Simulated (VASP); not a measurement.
Wanted: the native input for a VASP 6.6.1 run.

| Quantity | Value |
| --- | --- |
| Task | single point |
| Functional | PBE |
| Potentials or basis | VASP PAW PBE potentials, release 64 (Ni) |
| Cutoff | 520 eV |
| k mesh | 16 × 16 × 12 |
| Occupations | fermi-dirac, width 0.1 eV |
| Spin | collinear spin, ferromagnetic start |
| Starting moments | [1.0, 1.0] μB |
| Dipole correction | no |
| Further INCAR settings | ALGO = Normal; EDIFF = 1e-06; NBANDS = 21 |

The structure of Ni lies in POSCAR:

```
Ni
1.0
    1.7602627090      1.7602627090      0.0000000000
   -1.7602627090      1.7602627090      0.0000000000
    0.0000000000      0.0000000000      3.5205254179
Ni
2
Direct
    0.0000000000      0.0000000000      0.0000000000
    0.5000000000      0.5000000000      0.5000000000
```

These files were run (other wordings do the same):

INCAR

```
SYSTEM = Ni
PREC = Accurate ; ENCUT = 520
EDIFF = 1E-6 ; ISMEAR = -1
SIGMA = 0.1 ; LREAL = .False.
LASPH = .True. ; NELM = 150
ALGO = Normal ; ISIF = 2
LWAVE = .False. ; LCHARG = .False.
ISPIN = 2 ; MAGMOM = 1 1
LORBIT = 11 ; LMAXMIX = 4
GGA = PE ; NBANDS = 21
```

KPOINTS

```
regular mesh
0
Gamma
  16 16 12
  0 0 0
```

Potentials or basis: VASP PAW PBE potentials, release 64 (Ni).

Command:

```bash
$ cat potpaw_PBE.64/Ni/POTCAR > POTCAR
$ mpirun -np 1 vasp_std > vasp.out
```

It gave:

```json
{
  "Pressure": "-0.1 GPa",
  "Net moment": "1.22 μB per cell",
  "Site moments": "Ni +0.62 μB",
  "Valence electrons inside the program's atomic spheres": "Ni 9.30"
}
```

Wall time 2.7 min on 1 thread of Intel Xeon 6975P-C, on a shared host, peak memory 0.3 GiB.
